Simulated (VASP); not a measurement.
Pt3Pb: single point with LDA

The system is Pt3Pb.

```
CELL_PARAMETERS angstrom
4.08487 0.00000 0.00000
0.00000 4.08487 0.00000
0.00000 0.00000 4.08487
ATOMIC_POSITIONS crystal
Pt 0.00000 0.50000 0.50000
Pt 0.50000 0.00000 0.50000
Pt 0.50000 0.50000 0.00000
Pb 0.00000 0.00000 0.00000
```

This cell differs from its parent crystal: volume scaled by 1.02.

* Program: VASP 6.6.1
* Task: single point
* Functional: LDA
* Potentials or basis: VASP PAW LDA potentials, release 64 (Pt, Pb_d)
* Cutoff: 520 eV
* k mesh: 9 × 9 × 9
* Occupations: fermi-dirac, width 0.03 eV
* Spin: no spin polarisation

The pressure is -6.2 GPa. The band gap on the k mesh is zero (band 22 reaches 10.92 eV, above the bottom of band 23 at 10.57 eV).

Levels at points of the mesh, in eV from the Fermi level:
```csv
k point,band 20,band 21,band 22,band 23,band 24,band 25
"(0.00, 0.00, 0.00)",-0.96,-0.42,0.07,0.07,0.07,1.41
```

Run time: 61 s on 1 thread of Intel(R) Xeon(R) Platinum 8375C CPU @ 2.90GHz (Ice Lake), on a shared host, peak memory 0.19 GiB.

Caveat: spin-orbit coupling is left out, which moves the levels of the heavy elements.
